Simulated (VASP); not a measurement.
Set up this calculation in VASP 6.6.1, as the native input.

```
Task                   : relaxation of the atoms
Functional             : LDA
Potentials or basis    : VASP PAW LDA potentials, release 64 (Al, Au)
Cutoff                 : 520 eV
k mesh                 : 11 × 11 × 11
Occupations            : fermi-dirac, width 0.05 eV
Spin                   : no spin polarisation
Dipole correction      : no
Further INCAR settings : ALGO = Normal; EDIFF = 1e-07; IBRION = 2; EDIFFG = -0.01; NSW = 50
```

The structure of AlAu lies in POSCAR:

```
AlAu
1.0
    2.7191779938      0.0000000000      0.0000000000
    0.0000000000      2.7191779938      0.0000000000
    0.0000000000      0.0000000000      2.7191779938
Al Au
1 1
Direct
    0.0000000000      0.0000000000      0.0000000000
    0.5000000000      0.5000000000      0.5000000000
```

The input as run:

INCAR

```
  ALGO = Normal
  EDIFF = 1E-7
  EDIFFG = -0.01
  ENCUT = 520
  GGA = CA
  IBRION = 2
  ISIF = 2
  ISMEAR = -1
  LASPH = T
  LCHARG = F
  LREAL = F
  LWAVE = F
  NELM = 100
  NSW = 50
  PREC = Accurate
  SIGMA = 0.05
```

KPOINTS

```
k-points
0
Gamma
  11 11 11
```

Potentials or basis: VASP PAW LDA potentials, release 64 (Al, Au).

The run is started by

```console
$ cat potpaw_LDA.64/Al/POTCAR potpaw_LDA.64/Au/POTCAR > POTCAR
$ mpirun -np 1 vasp_std > vasp.out
```

It gave:

* Pressure after relaxing: 189.9 GPa
* Band gap on the k mesh: zero (band 7 reaches 21.94 eV, above the bottom of band 8 at 18.52 eV)

Caveat: the relaxation stopped at its first step, so nothing moved; spin-orbit coupling is left out, which moves the levels of the heavy elements.

It took 3.9 s on 1 thread of Intel(R) Xeon(R) Platinum 8559C (Emerald Rapids), on a shared host, peak memory 0.13 GiB.
